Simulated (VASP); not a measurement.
Here is a VASP 6.6.1 calculation.

The input INCAR:

```
ALGO = Normal
EDIFF = 1E-6
ENCUT = 520
GGA = PS
GGA_COMPAT = False
ISIF = 2
ISMEAR = -1
LASPH = True
LCHARG = True
LMAXMIX = 4
LNONCOLLINEAR = True
LORBIT = 11
LORBMOM = True
LREAL = False
LSORBIT = True
LVHAR = True
LWAVE = False
MAGMOM = 0 0 0
NBANDS = 21
NELM = 150
PREC = Accurate
SIGMA = 0.08
```

Contents of KPOINTS:

```
k-points
0
Gamma
  18 18 18
```

File POSCAR:

```
Pt
1.0
    0.0000000000      1.9595892982      1.9595892982
    1.9595892982      0.0000000000      1.9595892982
    1.9595892982      1.9595892982      0.0000000000
Pt
1
Direct
    0.0000000000      0.0000000000      0.0000000000
```

Potentials or basis: VASP PAW PBE potentials, release 64 (Pt).

Command:

```bash
$ cat potpaw_PBE.64/Pt/POTCAR > POTCAR
$ mpirun -np 1 vasp_ncl > vasp.out
```

**Question.** What does it give for the net moment?

**Answer.** 0.00 μB per cell.

**Question.** Estimate the pressure.

**Answer.** 0.3 GPa.

Moments on the atoms (μB; x, y, z):
```
Pt  0.00 0.00 0.00
```

Caveat: the PAW data sets were made with another functional, which shifts forces and pressure a little.
